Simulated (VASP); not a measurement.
# GaSb3: relaxation of cell and atoms with PBE

The system is GaSb3.

```
Ga Sb
1.0
     3.00444    0.00000    0.00000
     0.00000    3.36408    0.00000
     0.00000    0.00000   10.73876
Ga Sb
1 3
Direct
  0.00000 0.00000 0.00000
  0.00000 0.50000 0.23152
  0.00000 0.00000 0.50000
  0.00000 0.50000 0.76848
```

The cell was built from a structure type or drawn by symmetry, and may not be a known phase.

| Quantity | Value |
| --- | --- |
| Program | VASP 6.6.1 |
| Task | relaxation of cell and atoms |
| Functional | PBE |
| Potentials or basis | VASP PAW PBE potentials, release 64 (Ga_d, Sb) |
| Cutoff | 600 eV |
| k mesh | 12 × 10 × 4 |
| Occupations | gaussian, width 0.1 eV |
| Spin | no spin polarisation |
| Dipole correction | no |
| Further INCAR settings | ALGO = Normal; EDIFF = 1e-07; IBRION = 2; EDIFFG = -0.01; NSW = 100; ISIF = 3 |

```
Relaxed volume                        : 27.13 Å³/atom
Relaxed cell                          : a = 3.031 Å, b = 3.193 Å, c = 11.216 Å, α = 90.00°, β = 90.00°, γ = 90.00°
Space group after relaxing (to 0.1 Å) : Pmmm (No. 47)
Energy gained by relaxing             : 11.5 meV/atom
Ionic steps                           : 19
Pressure after relaxing               : 0.0 GPa
Band gap on the k mesh                : zero (bands 14 and 15 overlap by 4.91 eV)
```

The path:
| step | energy change (eV) | largest force (eV/Å) | pressure (GPa) | volume (Å³) |
| --- | --- | --- | --- | --- |
| 1 | 0.0000 | 0.0906 | -0.10 | 108.54 |
| 2 | -0.0175 | 0.0610 | 0.01 | 108.24 |
| 3 | -0.0177 | 0.0605 | 0.04 | 108.21 |
| 4 | -0.0252 | 0.0531 | 0.03 | 108.23 |
| 5 | -0.0330 | 0.0480 | 0.10 | 108.22 |
| 6 | -0.0240 | 0.0269 | 0.36 | 108.06 |
| 7 | -0.0344 | 0.0413 | 0.14 | 108.21 |
| 8 | -0.0426 | 0.0387 | 0.00 | 108.46 |
| 9 | -0.0448 | 0.0416 | -0.08 | 108.63 |
| 10 | -0.0450 | 0.0442 | -0.10 | 108.68 |
| 11 | -0.0450 | 0.0447 | -0.10 | 108.68 |
| 12 | -0.0452 | 0.0413 | -0.01 | 108.49 |
| 13 | -0.0453 | 0.0386 | 0.08 | 108.34 |
| 14 | -0.0456 | 0.0321 | 0.04 | 108.41 |
| 15 | -0.0458 | 0.0153 | -0.03 | 108.59 |
| 16 | -0.0458 | 0.0185 | -0.01 | 108.56 |
| 17 | -0.0459 | 0.0127 | -0.04 | 108.61 |
| 18 | -0.0461 | 0.0030 | -0.07 | 108.69 |
| 19 | -0.0461 | 0.0001 | 0.02 | 108.52 |

Final structure:
```xyz
4
Lattice="3.0306 0.0000 0.0000 0.0000 3.1926 0.0000 0.0000 0.0000 11.2159" Properties=species:S:1:pos:R:3 pbc="T T T"
Ga    0.0000    3.1926   11.2159
Sb    3.0306    1.5963    2.6484
Sb    0.0000    3.1926    5.6079
Sb    0.0000    1.5963    8.5675
```

Levels at points of the mesh, in eV from the Fermi level:
```
           k point  band 11  band 12  band 13  band 14  band 15  band 16  band 17  band 18
(0.00, 0.00, 0.00)    -0.45    -0.28     2.25     3.13     3.75     3.87     4.69     5.29
(0.50, 0.00, 0.00)    -4.30    -4.27    -2.93    -1.27     2.14     2.19     2.64     4.46
(0.00, 0.50, 0.00)    -5.23    -3.12    -2.50    -1.61    -1.24     2.51     2.97     5.94
(0.50, 0.50, 0.00)    -3.23    -3.15    -3.07    -2.97    -0.44    -0.09    -0.09     0.68
(0.00, 0.00, 0.50)    -3.34     2.35     2.38     2.83     3.95     4.05     4.26     4.44
(0.50, 0.00, 0.50)    -4.94    -4.06    -1.46    -0.98    -0.94     3.61     4.24     4.57
(0.00, 0.50, 0.50)    -4.89    -3.94    -3.31    -0.22    -0.21     1.19     1.74     6.42
(0.50, 0.50, 0.50)    -3.12    -3.11    -2.76    -2.62    -1.27    -0.96    -0.10     2.02
```

It took 17 min on 1 thread of Intel(R) Xeon(R) 6975P-C (Granite Rapids) (shared host), peak memory 0.5 GiB.

Caveat: spin-orbit coupling is left out, which moves the levels of the heavy elements.
